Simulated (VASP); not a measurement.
**C4N: single point with PBE+D3(BJ)**

Crystal: C4N.

```xyz
5
Lattice="-2.1195 2.1195 2.1195 2.1195 -2.1195 2.1195 2.1195 2.1195 -2.1195" Properties=species:S:1:pos:R:3 pbc="T T T"
C     1.0597    1.0597   -1.0597
C    -1.0597    1.0597    1.0597
C     1.0597    1.0597    1.0597
C     1.0597   -1.0597    1.0597
N     0.0000    0.0000    0.0000
```

| Property | Result |
| --- | --- |
| Program | VASP 6.6.1 |
| Task | single point |
| Functional | PBE |
| Dispersion | D3(BJ) |
| Potentials or basis | VASP PAW PBE potentials, release 64 (C, N) |
| Cutoff | 520 eV |
| k mesh | 12 × 12 × 12 |
| Occupations | gaussian, width 0.1 eV |
| Spin | no spin polarisation |

```yaml
Pressure: 0.0 GPa
Dispersion_energy_per_atom: -0.178 eV
```

Levels at points of the mesh, in eV from the Fermi level:
```tsv
k point	band 7	band 8	band 9	band 10	band 11	band 12	band 13	band 14
(0.00, 0.00, 0.00)	-6.38	-6.38	-3.95	-3.95	-3.95	3.25	3.25	3.25
(0.50, 0.00, 0.00)	-2.79	-2.21	-0.94	-0.83	-0.01	0.84	1.74	1.91
(0.50, 0.50, 0.50)	-1.77	-1.77	-1.77	-0.92	0.30	0.30	0.30	2.65
```

It took 42 s on 1 thread of Intel(R) Xeon(R) Platinum 8259CL CPU @ 2.50GHz (Skylake/Cascade Lake) (shared host), peak memory 0.19 GiB.

Caveat: pairwise dispersion overbinds metals, which lowers pressure and volume.
